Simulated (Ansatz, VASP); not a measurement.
Two plane-wave programs on NaCl

INCAR

```
SYSTEM = NaCl
  PREC = Accurate
  ENCUT = 520
  EDIFF = 1E-7
  ISMEAR = -1
  SIGMA = 0.02
  LREAL = .False.
  LASPH = .True.
  NELM = 80
  ALGO = Normal
  ISIF = 2
  LWAVE = .False.
  LCHARG = .False.
  GGA = PE
  NBANDS = 14
```

The input KPOINTS:

```
regular mesh
0
Gamma
  8 8 8
  0 0 0
```

POSCAR

```
NaCl
1.0
    3.4301397001      0.0000000000      0.0000000000
    0.0000000000      3.4301397001      0.0000000000
    0.0000000000      0.0000000000      3.4614215117
Na Cl
1 1
Direct
    0.0000000000      0.0000000000      0.0000000000
    0.5000000000      0.5000000000      0.5000000000
```

Input for Ansatz:

```yaml
crystal:
  lattice:
    - [3.4301397001, 0.0, 0.0]
    - [0.0, 3.4301397001, 0.0]
    - [0.0, 0.0, 3.4614215117]
  atoms:
    - { symbol: Na, position: [0.0, 0.0, 0.0] }
    - { symbol: Cl, position: [0.5, 0.5, 0.5] }
kpoints:
  mp_grid: { grid: [8, 8, 8] }
  band_path:
    path: [[0.0, 0.0, 0.0], [0.0, 0.5, 0.0], [0.5, 0.5, 0.0], [0.5, 0.5, 0.5]]
    npoints: 1
hamiltonian:
  xc: pbe
scf:
  occupations: { method: fermi_dirac, width: 0.02 }
  n_extra_bands: 4
output:
  forces: true
  stress: true
  eigenvalues: true
```

Change from the starting cell: epitaxial_xy strain -0.9%.

Alike in both runs: task single point; functional PBE; k mesh 8 × 8 × 8; occupations fermi-dirac, width 0.02 eV; no spin polarisation.

|  | VASP | Ansatz |
| --- | --- | --- |
| version | VASP 6.6.1 | Ansatz 0.2.0 |
| potentials or method | VASP PAW PBE potentials, release 64 (Na_pv, Cl) | plane waves, PAW |
| plane-wave cutoff (eV) | 520 | 420 |
| valence electrons in the cell | 14 | 16 |

|  | VASP | Ansatz | Ansatz less VASP |
| --- | --- | --- | --- |
| gap on the k mesh at the Fermi level (eV) | 4.14 | 4.14 | 0.000 |
| pressure (GPa) | 1.6 | 1.7 | +0.05 |
| traceless stress, the component that is largest in VASP (GPa) | -0.51 | -0.51 | -0.001 |

VASP's potentials hold 14 valence electrons a cell and Ansatz's 16, so a difference there can come from the potentials and not from the codes.
